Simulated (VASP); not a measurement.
Wanted: the native input for a VASP 6.6.1 run.

- Task: single point
- Functional: PBE
- Potentials or basis: VASP PAW PBE potentials, release 64 (Ta_pv, N)
- Cutoff: 520 eV
- k mesh: 9 × 5 × 1
- Occupations: gaussian, width 0.05 eV
- Spin: no spin polarisation
- Dipole correction: yes
- Further INCAR settings: LREAL = Auto; ALGO = Fast; EDIFF = 1e-07; NBANDS = 87

The structure of TaN lies in POSCAR:

```
TaN
1.0
    2.9110000000      0.0000000000      0.0000000000
    0.0000000000      5.1960008700      0.0000000000
    0.0000000000      0.0000000000     29.9996500024
Ta N
9 9
Direct
    0.0000000000      0.5000000000      0.3000035000
    0.5000000000      0.0000000000      0.3500026300
    0.5000000000      0.5000000000      0.4000017500
    0.0000000000      0.0000000000      0.4500008800
    0.5000000000      0.5001678377      0.5004150332
    0.5000000000      0.0006919514      0.5507413892
    0.0000000000      0.4969108745      0.6022604063
    0.5000000000      0.0020896089      0.6512633781
    0.5000000000      0.5233673240      0.6966284236
    0.0000000000      0.8928500000      0.3000035000
    0.0000000000      0.3035750000      0.3589299700
    0.0000000000      0.8035750000      0.3910744100
    0.0000000000      0.3928500000      0.4500008800
    0.0000000000      0.8049993167      0.5093881089
    0.0000000000      0.3054783183      0.5424026287
    0.0000000000      0.8909369622      0.6010762133
    0.0000000000      0.2987438324      0.6633184051
    0.0000000000      0.8052727827      0.6927905515
```

The input as run:

INCAR

```
SYSTEM = TaN
  PREC = Accurate
  ENCUT = 520
  EDIFF = 1E-7
  ISMEAR = 0
  SIGMA = 0.05
  LREAL = Auto
  LASPH = .True.
  NELM = 60
  ALGO = Fast
  ISIF = 2
  LWAVE = .False.
  LCHARG = .False.
  LDIPOL = .True.
  IDIPOL = 3
  DIPOL = 0.5 0.5 0.501
  GGA = PE
  NBANDS = 87
```

KPOINTS

```
Automatic mesh
0
Gamma
  9 5 1
  0 0 0
```

Potentials or basis: VASP PAW PBE potentials, release 64 (Ta_pv, N).

Run with:

```bash
$ cat potpaw_PBE.64/Ta_pv/POTCAR potpaw_PBE.64/N/POTCAR > POTCAR
$ mpirun -np 1 vasp_std > vasp.out
```

It gave:

```json
{"Largest force": "2.387 eV/Å", "Band gap on the k mesh": "zero (bands 72 and 73 overlap by 0.77 eV)"}
```

Caveat: spin-orbit coupling is left out, which moves the levels of the heavy elements.

Wall time 62 min on 1 thread of Oxide Virtual Turin-like Processor, on a shared host, peak memory 0.68 GiB.
